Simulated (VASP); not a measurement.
Set up this calculation in VASP 6.6.1, as the native input.

```
Task                   : single point
Functional             : PBE
Potentials or basis    : VASP PAW PBE potentials, release 64 (B)
Cutoff                 : 520 eV
k mesh                 : 6 × 6 × 6
Occupations            : gaussian, width 0.1 eV
Spin                   : no spin polarisation
Dipole correction      : no
Further INCAR settings : ALGO = Normal; EDIFF = 1e-06; NBANDS = 30
```

The structure of B lies in POSCAR:

```
B
1.0
    2.4589507939      1.4196759028      4.1935000000
   -2.4589507939      1.4196759028      4.1935000000
    0.0000000000     -2.8393518055      4.1935000000
B
12
Direct
    0.0101900000      0.6536100000      0.0101900000
    0.0101900000      0.0101900000      0.6536100000
    0.6536100000      0.0101900000      0.0101900000
    0.9898100000      0.3463900000      0.9898100000
    0.3463900000      0.9898100000      0.9898100000
    0.9898100000      0.9898100000      0.3463900000
    0.2211800000      0.6306000000      0.2211800000
    0.2211800000      0.2211800000      0.6306000000
    0.6306000000      0.2211800000      0.2211800000
    0.7788200000      0.3694000000      0.7788200000
    0.3694000000      0.7788200000      0.7788200000
    0.7788200000      0.7788200000      0.3694000000
```

One way to write it, as run:

INCAR

```
ALGO = Normal ; EDIFF = 1E-6
ENCUT = 520 ; GGA = PE
ISIF = 2 ; ISMEAR = 0
LASPH = True ; LCHARG = True
LELF = True ; LREAL = False
LVHAR = True ; LWAVE = False
NBANDS = 30 ; NELM = 60
PREC = Accurate ; SIGMA = 0.1
```

KPOINTS

```
k-points
0
Gamma
  6 6 6
```

Potentials or basis: VASP PAW PBE potentials, release 64 (B).

The run is started by

```sh
$ cat potpaw_PBE.64/B/POTCAR > POTCAR
$ mpirun -np 1 vasp_std > vasp.out
```

Results of the run:

The pressure is -2.5 GPa, the largest force is 0.162 eV/Å and the band gap on the k mesh is 1.44 eV (least direct gap 1.85 eV).

Run time: 2.8 min on 1 thread of Intel Xeon 8259CL, on a shared host, peak memory 0.25 GiB.
